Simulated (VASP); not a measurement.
# TaN (P-62m) in VASP: notebook

Runs on TaN. Level: PBEsol. Tasks: single point.

All numbers are computed with VASP 6.6.1; they aren't measurements. Logs are shortened: lines on timing, memory, paths and dates and some standing lists are left out, and cuts for length are marked.

**1. The cell of the first run**

Symmetry: P-62m, No. 189, hexagonal system. Conventional cell: a = 5.017 Å, b = 5.017 Å, c = 2.811 Å, α = 90.00°, β = 90.00°, γ = 120.00°. Ta (site symmetry -6) has 6 N at 2.09 Å within 2.8 Å. Ta (site symmetry -62m) has 3 N at 1.97 Å within 2.6 Å. Within 2.6 Å of N (site symmetry m2m) lie 5 Ta at 1.97 to 2.09 Å.

**2. Single point, PBEsol**

Contents of INCAR:

```
ALGO = Normal
EDIFF = 1E-6
ENCUT = 520
GGA = PS
ISIF = 2
ISMEAR = -1
LASPH = T
LCHARG = F
LREAL = F
LWAVE = F
NBANDS = 33
NELM = 100
PREC = Accurate
SIGMA = 0.05
```

Contents of KPOINTS:

```
k-points
0
Gamma
  5 5 8
```

Contents of POSCAR:

```
TaN
1.0
    5.0166828424      0.0000000000      0.0000000000
   -2.5083414212      4.3445747861      0.0000000000
    0.0000000000      0.0000000000      2.8105395986
Ta N
3 3
Direct
    0.3333333333      0.6666666667      0.5000000000
    0.6666666667      0.3333333333      0.5000000000
    0.0000000000      0.0000000000      0.0000000000
    0.3928500000      0.0000000000      0.0000000000
    0.6071500000      0.6071500000      0.0000000000
    0.0000000000      0.3928500000      0.0000000000
```

Potentials or basis: VASP PAW PBE potentials, release 64 (Ta_pv, N).

Command:

```bash
$ cat potpaw_PBE.64/Ta_pv/POTCAR potpaw_PBE.64/N/POTCAR > POTCAR
$ mpirun -np 1 vasp_std > vasp.out
```

OUTCAR:

```text
EDIFF = 1E-6
   ENCUT = 520
   GGA = PS
   ISIF = 2
   ISMEAR = -1
   LASPH = T
   LREAL = F
   NELM = 100
   PREC = Accurate

 ion  position               nearest neighbor table
   1  0.333  0.667  0.500-   5 2.09   5 2.09   6 2.09   6 2.09   4 2.09   4 2.09   2 2.90   2 2.90
                             2 2.90   3 3.22   3 3.22   3 3.22   3 3.22   3 3.22   3 3.22
   2  0.667  0.333  0.500-   6 2.09   6 2.09   4 2.09   4 2.09   5 2.09   5 2.09   1 2.90   1 2.90
                             1 2.90   3 3.22   3 3.22   3 3.22   3 3.22   3 3.22   3 3.22
   3  0.000  0.000  0.000-   4 1.97   5 1.97   6 1.97   2 3.22   1 3.22   1 3.22   2 3.22   2 3.22
                             2 3.22   1 3.22   1 3.22   2 3.22   2 3.22   1 3.22   1 3.22
   4  0.393  0.000  0.000-   3 1.97   1 2.09   1 2.09   2 2.09   2 2.09
   5  0.607  0.607  0.000-   3 1.97   1 2.09   1 2.09   2 2.09   2 2.09
   6  0.000  0.393  0.000-   3 1.97   2 2.09   2 2.09   1 2.09   1 2.09

  LATTYP: Found a hexagonal cell.
 ALAT       =     5.0166828424
 C/A-ratio  =     0.5602386451

  Lattice vectors:

 A1 = (   5.0166828424,   0.0000000000,   0.0000000000)
 A2 = (  -2.5083414212,   4.3445747861,   0.0000000000)
 A3 = (   0.0000000000,   0.0000000000,   2.8105395986)

Analysis of symmetry for initial positions (statically):
=====================================================================
 Subroutine PRICEL returns:
 Original cell was already a primitive cell.

 Routine SETGRP: Setting up the symmetry group for a
 hexagonal supercell.

 Subroutine GETGRP returns: Found 12 space group operations
 (whereof 12 operations were pure point group operations)
 out of a pool of 24 trial point group operations.

The static configuration has the point symmetry D_3h.

Analysis of symmetry for dynamics (positions and initial velocities):
=====================================================================
 Subroutine PRICEL returns:
 Original cell was already a primitive cell.

 Routine SETGRP: Setting up the symmetry group for a
 hexagonal supercell.

 Subroutine GETGRP returns: Found 12 space group operations
 (whereof 12 operations were pure point group operations)
 out of a pool of 24 trial point group operations.

The dynamic configuration has the point symmetry D_3h.

 Subroutine INISYM returns: Found 12 space group operations
 (whereof 12 operations are pure point group operations),
 and found     1 'primitive' translations

----------------------------------------------------------------------------------------

                                     Primitive cell

  volume of cell :      61.2567

  direct lattice vectors                    reciprocal lattice vectors
     5.016682842  0.000000000  0.000000000     0.199334905  0.115086061  0.000000000
    -2.508341421  4.344574786  0.000000000     0.000000000  0.230172123  0.000000000
     0.000000000  0.000000000  2.810539599     0.000000000  0.000000000  0.355803562

  length of vectors
     5.016682842  5.016682844  2.810539599     0.230172123  0.230172123  0.355803562

  position of ions in fractional coordinates (direct lattice)
     0.333333333  0.666666667  0.500000000
     0.666666667  0.333333333  0.500000000
     0.000000000  0.000000000  0.000000000
     0.392850000  0.000000000  0.000000000
     0.607150000  0.607150000  0.000000000
     1.000000000  0.392850000  0.000000000

  ion indices of the primitive-cell ions
   primitive index   ion index
                 1           1
                 2           2
                 3           3
                 4           4
                 5           5
                 6           6

----------------------------------------------------------------------------------------

 KPOINTS: k-points

Automatic generation of k-mesh.
 Grid dimensions read from file:
 generate k-points for:    5    5    8

 Generating k-lattice:

  Cartesian coordinates                     Fractional coordinates (reciprocal lattice)
     0.039866981  0.023017212  0.000000000     0.200000000 -0.000000000  0.000000000
     0.000000000  0.046034425  0.000000000     0.000000000  0.200000000  0.000000000
     0.000000000  0.000000000  0.044475445     0.000000000  0.000000000  0.125000000

  Length of vectors
     0.046034425  0.046034425  0.044475445

  Shift w.r.t. Gamma in fractional coordinates (k-lattice)
     0.000000000  0.000000000  0.000000000

 Subroutine IBZKPT returns following result:
 ===========================================

 Found     25 irreducible k-points:

 Following reciprocal coordinates:
            Coordinates               Weight
  0.000000  0.000000  0.000000      1.000000
  0.200000  0.000000  0.000000      6.000000
  0.400000  0.000000  0.000000      6.000000
  0.200000  0.200000  0.000000      6.000000
  0.400000  0.200000  0.000000      6.000000
  0.000000  0.000000  0.125000      2.000000
[... 16 lines left out ...]
  0.400000  0.000000  0.500000      6.000000
  0.200000  0.200000  0.500000      6.000000
   k-points           NKPTS =     25   k-points in BZ     NKDIM =     25   number of bands    NBANDS=     33
   number of dos      NEDOS =    301   number of ions     NIONS =      6
   total plane-waves  NPLWV =  38400
   dimension x,y,z NGX =    40 NGY =   40 NGZ =   24
   dimension x,y,z NGXF=    80 NGYF=   80 NGZF=   48
   ions per type =               3   3
   NGX,Y,Z   is equivalent  to a cutoff of  13.26, 13.26, 14.20 a.u.
   NGXF,Y,Z  is equivalent  to a cutoff of  26.51, 26.51, 28.39 a.u.
 SYSTEM =  unknown system
   PREC   = accura    normal or accurate (medium, high low for compatibility)
   ISTART =      0    job   : 0-new  1-cont  2-samecut
   ICHARG =      2    charge: 1-file 2-atom 10-const
   ISPIN  =      1    spin polarized calculation?
   LNONCOLLINEAR =      F non collinear calculations
   LSORBIT =      F    spin-orbit coupling
   LASPH  =      T    aspherical Exc in radial PAW
   ENCUT  =  520.0 eV  38.22 Ry    6.18 a.u.   9.33  9.33  5.23*2*pi/ulx,y,z
   NELM   =    100;   NELMIN=  2; NELMDL= -5     # of ELM steps
   EDIFF  = 0.1E-05   stopping-criterion for ELM
   LREAL  =      F    real-space projection
   EDIFFG = 0.1E-04   stopping-criterion for IOM
   NSW    =      0    number of steps for IOM
   IBRION =     -1    ionic relax: 0-MD 1-quasi-New 2-CG
   NFREE  =      0    steps in history (QN), initial steepest desc. (CG)
   ISIF   =      2    stress and relaxation
   ISYM   =      2    0-nonsym 1-usesym 2-fastsym
   POTIM  = 0.5000    time-step for ionic-motion
   TEBEG  =    0.0;   TEEND  =   0.0 temperature during run
   PSTRESS=    0.0 pullay stress
   NELECT =      48.0000    total number of electrons
   NUPDOWN=      -1.0000    fix difference up-down
   EMIN   =  10.00;   EMAX   =-10.00  energy-range for DOS
   EFERMI =   0.00;   METHOD = LEGACY
   ISMEAR =    -1;   SIGMA  =   0.05  broadening in eV -4-tet -1-fermi 0-gaus
   EFERMI_NEDOS =   21; number of points for ismear=-14 and -15
   IALGO  =     38    algorithm
   IMIX   =      4    mixing-type and parameters
     AMIX     =   0.40;   BMIX     =  1.00
     AMIX_MAG =   1.60;   BMIX_MAG =  1.00
  volume/ion in A,a.u.               =      10.21        68.90
  Fermi-wavevector in a.u.,A,eV,Ry     =   1.509283  2.852131 30.993192  2.277935
  Thomas-Fermi vector in A             =   2.619626
   LORBIT       =      0    0 simple, 1 ext, 2 COOP (PROOUT), +10 PAW based schemes
   GGA     = PS    functional components
   LHFCALC =     F    Hartree Fock is set to
   AEXX    =    0.0000 exact exchange contribution
   IVDW    =     0    specifies the selected vdW correction
   LEPSILON=     F    determine dielectric tensor
   LRPA    =     F    only Hartree local field effects (RPA)
 non-spin polarized calculation
  energy-cutoff  :      520.00
  volume of cell :       61.26
 maximum number of plane-waves:      1666
 NGX is ok and might be reduce to    40
   NGX = 19   NGY = 19   NGZ = 11

 number of electron      48.0000003 magnetization

 Free energy of the ion-electron system (eV)
  ---------------------------------------------------
  ext. energy  EPLUGINS =         0.00000000
  ---------------------------------------------------
  free energy    TOTEN  =       -70.73246411 eV

  energy without entropy =      -70.72409239  energy(sigma->0) =      -70.72827825

 E-fermi :   9.5764     XC(G=0): -13.7337

 val. band max:        9.2890244196   @ k =   0.2000   0.0000   0.1250
 cond. band min:       9.6433876754   @ k =   0.4000   0.0000   0.2500
 fundamental gap:      0.3543632558
 Fermi energy:         9.5763520434

 k-point     1 :       0.0000    0.0000    0.0000
  band No.  band energies     occupation
      1     -26.8554      2.00000
      2     -26.8554      2.00000
      3     -26.3948      2.00000
      4     -26.3948      2.00000
      5     -26.0900      2.00000
      6     -25.9230      2.00000
[... 25 lines left out ...]
     32      13.0442      0.00000
     33      13.0442      0.00000

 k-point     2 :       0.2000    0.0000    0.0000
  band No.  band energies     occupation
      1     -26.9103      2.00000
      2     -26.8469      2.00000
      3     -26.3224      2.00000
      4     -26.3147      2.00000
      5     -26.0749      2.00000
      6     -25.9480      2.00000
[... 25 lines left out ...]
     32      13.2983      0.00000
     33      13.3745      0.00000

 k-point     3 :       0.4000    0.0000    0.0000
  band No.  band energies     occupation
      1     -26.9792      2.00000
      2     -26.7430      2.00000
      3     -26.3916      2.00000
      4     -26.1927      2.00000
      5     -26.0404      2.00000
      6     -25.9979      2.00000
[... 25 lines left out ...]
     32      13.7286      0.00000
     33      14.0403      0.00000

 k-point     4 :       0.2000    0.2000    0.0000
  band No.  band energies     occupation
      1     -26.9334      2.00000
      2     -26.8147      2.00000
      3     -26.3624      2.00000
      4     -26.2112      2.00000
      5     -26.0491      2.00000
      6     -26.0014      2.00000
[... 25 lines left out ...]
     32      13.6541      0.00000
     33      13.6955      0.00000

 k-point     5 :       0.4000    0.2000    0.0000
  band No.  band energies     occupation
      1     -26.9425      2.00000
      2     -26.7036      2.00000
      3     -26.5398      2.00000
      4     -26.1515      2.00000
      5     -26.0205      2.00000
      6     -25.9876      2.00000
[... 604 lines left out ...]
 k-point    22 :       0.2000    0.0000    0.5000
  band No.  band energies     occupation
      1     -27.3182      2.00000
      2     -27.0550      2.00000
      3     -26.6346      2.00000
      4     -26.5856      2.00000
      5     -26.1656      2.00000
      6     -26.0501      2.00000
[... 25 lines left out ...]
     32      14.4432      0.00000
     33      14.4711      0.00000

 k-point    23 :       0.4000    0.0000    0.5000
  band No.  band energies     occupation
      1     -27.2856      2.00000
      2     -27.1164      2.00000
      3     -26.6590      2.00000
      4     -26.5452      2.00000
      5     -26.2113      2.00000
      6     -26.0241      2.00000
[... 25 lines left out ...]
     32      15.3373      0.00000
     33      15.4953      0.00000

 k-point    24 :       0.2000    0.2000    0.5000
  band No.  band energies     occupation
      1     -27.2912      2.00000
      2     -27.1062      2.00000
      3     -26.6814      2.00000
      4     -26.5076      2.00000
      5     -26.2313      2.00000
      6     -26.0219      2.00000
[... 25 lines left out ...]
     32      15.0662      0.00000
     33      15.4152      0.00000

 [... further k-points ...]

------------------------ aborting loop because EDIFF is reached ----------------------------------------

  FORCE on cell =-STRESS in cart. coord.  units (eV):
  Direction    XX          YY          ZZ          XY          YZ          ZX
  --------------------------------------------------------------------------------------
  -------------------------------------------------------------------------------------
  Total       15.2539949     15.2539949     15.2313980      0.0000000     -0.0000000      0.0000000
  in kB      398.9702818    398.9702822    398.3792573      0.0000000     -0.0000000      0.0000000
  external PRESSURE =     398.7732738 kB  Pullay stress =       0.0000000 kB

 VOLUME and BASIS-vectors are now :
 -----------------------------------------------------------------------------
  energy-cutoff  :      520.00
  volume of cell :       61.26
      direct lattice vectors                 reciprocal lattice vectors
     5.016682842  0.000000000  0.000000000     0.199334905  0.115086061  0.000000000
    -2.508341421  4.344574786  0.000000000     0.000000000  0.230172123  0.000000000
     0.000000000  0.000000000  2.810539599     0.000000000  0.000000000  0.355803562

 POSITION                                       TOTAL-FORCE (eV/Angst)
 -----------------------------------------------------------------------------------
     -0.00000      2.89638      1.40527         0.000000      0.000000      0.000000
      2.50834      1.44819      1.40527         0.000000      0.000000      0.000000
      0.00000      0.00000      0.00000         0.000000      0.000000      0.000000
      1.97080      0.00000      0.00000         0.495621      0.000000      0.000000
      1.52294      2.63781      0.00000        -0.247811     -0.429220      0.000000
     -0.98540      1.70677      0.00000        -0.247811      0.429220      0.000000
 -----------------------------------------------------------------------------------
    total drift:                                0.000000      0.000000      0.000000

  FREE ENERGIE OF THE ION-ELECTRON SYSTEM (eV)
  ---------------------------------------------------
  free  energy   TOTEN  =       -70.7324641140 eV

  energy  without entropy=      -70.7240923931  energy(sigma->0) =      -70.72827825
```

Wall time 21 s (1 thread of Intel Xeon 6975P-C (Granite Rapids), shared host); peak memory 0.2 GiB.

What came out:

| Property | Result |
| --- | --- |
| Free energy | -70.7325 eV |
| Pressure | 39.9 GPa |
| Largest force | 0.496 eV/Å |
| Band gap on the k mesh | zero (band 24 reaches 11.56 eV, above the bottom of band 25 at 8.07 eV) |

Forces on the atoms (eV/Å):
```
Ta   0.000  0.000  0.000
Ta   0.000  0.000  0.000
Ta   0.000  0.000  0.000
N    0.496  0.000  0.000
N   -0.248 -0.429  0.000
N   -0.248  0.429  0.000
```

Caveat: the PAW data sets were made with another functional, which shifts forces and pressure a little; spin-orbit coupling is left out, which moves the levels of the heavy elements.

**3. Single point, PBEsol**

This run uses another cell than the first one, of 10.49 Å³/atom, 1.028 times its volume.

Contents of INCAR:

```
PREC = Accurate
ENCUT = 520
EDIFF = 1E-6
ISMEAR = -1
SIGMA = 0.05
LREAL = F
LASPH = T
NELM = 60
ALGO = Normal
ISIF = 2
LWAVE = F
LCHARG = F
GGA = PS
NBANDS = 33
```

Contents of KPOINTS:

```
regular mesh
0
Gamma
  5 5 8
```

Edit POSCAR of step 2 so:

```diff
@@ -2,5 +2,5 @@
 1.0
-    5.0166828424      0.0000000000      0.0000000000
-   -2.5083414212      4.3445747861      0.0000000000
-    0.0000000000      0.0000000000      2.8105395986
+    5.0627100267      0.0000000000      0.0000000000
+   -2.5313550133      4.3844354970      0.0000000000
+    0.0000000000      0.0000000000      2.8363258059
 Ta N
```

Potentials or basis: VASP PAW PBE potentials, release 64 (Ta_pv, N).

Command:

```bash
$ cat potpaw_PBE.64/Ta_pv/POTCAR potpaw_PBE.64/N/POTCAR > POTCAR
$ mpirun -np 1 vasp_std > vasp.out
```

It took 21 s on 1 thread of Intel Xeon 6975P-C (Granite Rapids), shared host; peak memory 0.2 GiB.

The run converged. Its results:

```yaml
Free_energy: -71.0874 eV
Pressure: 26.9 GPa
Largest_force: 0.356 eV/Å
Band_gap_on_the_k_mesh: zero (band 24 reaches 11.17 eV, above the bottom of band 25 at 7.77 eV)
```

Forces in eV/Å, atoms in the order of the input:
```
Ta   0.000  0.000  0.000
Ta   0.000  0.000  0.000
Ta   0.000  0.000  0.000
N    0.356  0.000  0.000
N   -0.178 -0.308  0.000
N   -0.178  0.308  0.000
```

Stress tensor (GPa, compression positive):
```
27.15  0.00  0.00
 0.00 27.15  0.00
 0.00  0.00 26.51
```

Levels at points of the mesh, in eV from the Fermi level:
| k point | band 22 | band 23 | band 24 | band 25 | band 26 | band 27 |
| --- | --- | --- | --- | --- | --- | --- |
| (0.00, 0.00, 0.00) | -3.66 | -2.25 | -1.23 | -1.23 | 0.37 | 0.37 |
| (0.00, 0.00, 0.50) | -3.34 | -3.34 | 1.92 | 1.92 | 1.99 | 2.24 |

Caveat: the PAW data sets were made with another functional, which shifts forces and pressure a little; spin-orbit coupling is left out, which moves the levels of the heavy elements.

**4. Single point, PBEsol**

This run uses another cell than the first one, of 10.78 Å³/atom, 1.056 times its volume.

Contents of INCAR:

```
PREC = Accurate
ENCUT = 520
EDIFF = 1E-6
ISMEAR = -1
SIGMA = 0.05
LREAL = False
LASPH = True
NELM = 80
ALGO = Normal
ISIF = 2
LWAVE = False
LCHARG = False
GGA = PS
NBANDS = 33
```

KPOINTS is that of step 3.

Edit POSCAR of step 3 so:

```diff
@@ -2,5 +2,5 @@
 1.0
-    5.0627100267      0.0000000000      0.0000000000
-   -2.5313550133      4.3844354970      0.0000000000
-    0.0000000000      0.0000000000      2.8363258059
+    5.1079151867      0.0000000000      0.0000000000
+   -2.5539575933      4.4235843139      0.0000000000
+    0.0000000000      0.0000000000      2.8616514835
 Ta N
```

Command:

```bash
$ cat potpaw_PBE.64/Ta_pv/POTCAR potpaw_PBE.64/N/POTCAR > POTCAR
$ mpirun -np 1 vasp_std > vasp.out
```

Run time: 20 s. Hardware: 1 thread of Intel Xeon 6975P-C (Granite Rapids), shared host; peak memory 0.2 GiB.

The run converged. Its results:

```
Free energy            : -71.3136 eV
Pressure               : 15.6 GPa
Largest force          : 0.226 eV/Å
Band gap on the k mesh : zero (band 24 reaches 10.79 eV, above the bottom of band 25 at 7.49 eV)
```

Forces in eV/Å, atoms in the order of the input:
```
Ta   0.000  0.000  0.000
Ta   0.000  0.000  0.000
Ta   0.000  0.000  0.000
N    0.226  0.000  0.000
N   -0.113 -0.195  0.000
N   -0.113  0.195  0.000
```

Stress tensor (GPa, compression positive):
```
16.01  0.00  0.00
 0.00 16.01  0.00
 0.00  0.00 14.85
```

Levels at points of the mesh, in eV from the Fermi level:
| k point | band 21 | band 22 | band 23 | band 24 | band 25 | band 26 | band 27 | band 28 |
| --- | --- | --- | --- | --- | --- | --- | --- | --- |
| (0.00, 0.00, 0.00) | -4.65 | -3.61 | -2.20 | -1.18 | -1.18 | 0.38 | 0.38 | 1.76 |
| (0.00, 0.00, 0.50) | -4.64 | -3.24 | -3.24 | 1.85 | 1.85 | 1.93 | 2.16 | 2.16 |

Caveat: the PAW data sets were made with another functional, which shifts forces and pressure a little; spin-orbit coupling is left out, which moves the levels of the heavy elements.

**5. The runs side by side**

| cell | gap on the mesh (eV) | pressure (GPa) | largest force (eV/Å) |
| --- | --- | --- | --- |
| a = 5.017, b = 5.017, c = 2.811 Å, angles 90.0, 90.0, 120.0°, 6 atoms | none | 39.9 | 0.50 |
| a = 5.063, b = 5.063, c = 2.836 Å, angles 90.0, 90.0, 120.0°, 6 atoms | none | 26.9 | 0.36 |
| a = 5.108, b = 5.108, c = 2.862 Å, angles 90.0, 90.0, 120.0°, 6 atoms | none | 15.6 | 0.23 |

Alike in all rows: task single point; level PBEsol; potentials or basis VASP PAW PBE potentials, release 64 (Ta_pv, N); no spin polarisation; k mesh 5 × 5 × 8; cutoff (eV) 520; smearing fermi-dirac 0.05 eV.

Caveats: the PAW data sets were made with another functional, which shifts forces and pressure a little; spin-orbit coupling is left out, which moves the levels of the heavy elements.

Absolute energies hang on the potentials; compare differences alone.
